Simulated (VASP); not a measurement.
# MgO (Periclase): single point with PBE

MgO (Periclase):

```xyz
2
Lattice="0.0000 2.0074 2.0074 2.0074 0.0000 2.0074 2.0074 2.0074 0.0000" Properties=species:S:1:pos:R:3 pbc="T T T"
Mg    0.0000    0.0000    0.0000
O     2.0074    2.0074    2.0074
```

This cell differs from its parent crystal: volume scaled by 0.840.

* Program: VASP 6.6.1
* Task: single point
* Functional: PBE
* Potentials or basis: VASP PAW PBE potentials, release 64 (Mg, O)
* Cutoff: 520 eV
* k mesh: 10 × 10 × 10
* Occupations: gaussian, width 0.05 eV
* Spin: no spin polarisation
* Dipole correction: no
* Further INCAR settings: ALGO = Normal; EDIFF = 1e-07; NBANDS = 11

The pressure is 36.4 GPa and the band gap on the k mesh is 6.26 eV, direct.

Levels at points of the mesh, in eV from the valence-band top:
| k point | band 1 | band 2 | band 3 | band 4 | band 5 | band 6 | band 7 | band 8 |
| --- | --- | --- | --- | --- | --- | --- | --- | --- |
| (0.00, 0.00, 0.00) | -18.07 | 0.00 | 0.00 | 0.00 | 6.26 | 16.61 | 16.61 | 16.61 |
| (0.50, 0.00, 0.00) | -16.38 | -5.29 | -0.83 | -0.83 | 8.85 | 14.30 | 17.85 | 17.85 |
| (0.50, 0.50, 0.00) | -16.08 | -4.70 | -1.56 | -1.56 | 9.25 | 11.64 | 14.71 | 21.29 |

It took 7.1 s on 1 thread of Intel Xeon 6975P-C, with other jobs on the host, peak memory 0.14 GiB.
